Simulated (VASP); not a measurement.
Input of a VASP 6.6.1 run:

File POSCAR:

```
ScHO2
1.0
    1.6016150648      0.9246928888      4.4731943100
   -1.6016150648      0.9246928888      4.4731943100
    0.0000000000     -1.8493857776      4.4731943100
Sc H O
1 1 2
Direct
    0.0000000000      0.0000000000      0.0000000000
    0.5000000000      0.5000000000      0.5000000000
    0.5897940842      0.5897940842      0.5897940842
    0.4102059158      0.4102059158      0.4102059158
```

The input INCAR.step1:

```
PREC = Accurate
ENCUT = 520
ISMEAR = 0
SIGMA = 0.01
LREAL = False
LASPH = True
NELM = 100
NBANDS = 20
GGA = PE
ALGO = Normal
EDIFF = 1E-4
LWAVE = True
LCHARG = False
```

File INCAR.step2:

```
PREC = Accurate
ENCUT = 520
EDIFF = 1E-6
ISMEAR = 0
SIGMA = 0.01
LREAL = False
LASPH = True
NELM = 100
ALGO = Normal
ISIF = 2
LWAVE = False
LCHARG = True
METAGGA = R2SCAN
LMIXTAU = True
LELF = True
LVHAR = True
NBANDS = 20
ISTART = 1
```

KPOINTS

```
Automatic mesh
0
Gamma
  6 6 6
```

Potentials or basis: VASP PAW PBE potentials, release 64 (Sc_sv, H, O).

Launch:

```sh
$ cat potpaw_PBE.64/Sc_sv/POTCAR potpaw_PBE.64/H/POTCAR potpaw_PBE.64/O/POTCAR > POTCAR
$ cp INCAR.step1 INCAR
$ mpirun -np 1 vasp_std > vasp.out
$ cp INCAR.step2 INCAR
$ mpirun -np 1 vasp_std > vasp.out
```

Q: Estimate the pressure.

A: 2.4 GPa.

Q: What does it give for the largest force?

A: 0.098 eV/Å.

Q: Estimate the band gap on the k mesh.

A: 4.61 eV, indirect (least direct gap 4.99 eV).

Stress tensor (GPa, compression positive):
```
2.60 0.00 0.00
0.00 2.60 0.00
0.00 0.00 2.07
```

Caveat: the PAW data sets were made with another functional, which shifts forces and pressure a little. A k mesh can miss the band edges.
